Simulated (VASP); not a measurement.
Here is a VASP 6.6.1 calculation.

INCAR

```
  ALGO = Fast
  EDIFF = 1E-6
  ENCUT = 520
  GGA = PS
  ISIF = 2
  ISMEAR = 0
  LASPH = True
  LCHARG = True
  LELF = True
  LREAL = False
  LVHAR = True
  LWAVE = False
  NBANDS = 16
  NELM = 80
  PREC = Accurate
  SIGMA = 0.15
```

KPOINTS

```
k-points
0
Gamma
  16 16 16
```

Contents of POSCAR:

```
Al2Cu
1.0
   -2.0246315468      2.0246315468      2.8630136658
    2.0246315468     -2.0246315468      2.8630136658
    2.0246315468      2.0246315468     -2.8630136658
Al Cu
2 1
Direct
    0.7500000000      0.2500000000      0.5000000000
    0.2500000000      0.7500000000      0.5000000000
    0.4476076549      0.4105638777     -0.0370437772
```

Potentials or basis: VASP PAW PBE potentials, release 64 (Al, Cu).

Run with:

```bash
$ cat potpaw_PBE.64/Al/POTCAR potpaw_PBE.64/Cu/POTCAR > POTCAR
$ mpirun -np 1 vasp_std > vasp.out
```

Problem. Predict the band gap on the k mesh.

Solution. Zero (an odd number of electrons rules out a gap without spin polarisation).

Problem. Estimate the largest force.

Solution. 2.793 eV/Å.

Stress tensor (GPa, compression positive):
```
6.60 0.00 3.55
0.00 4.33 0.00
3.55 0.00 2.14
```

Caveat: the cell differs from its parent crystal (atom 3 (Cu) moved by (-0.150, -0.300) A along x and z); the cell stands under pressure; the PAW data sets were made with another functional, which shifts forces and pressure a little.
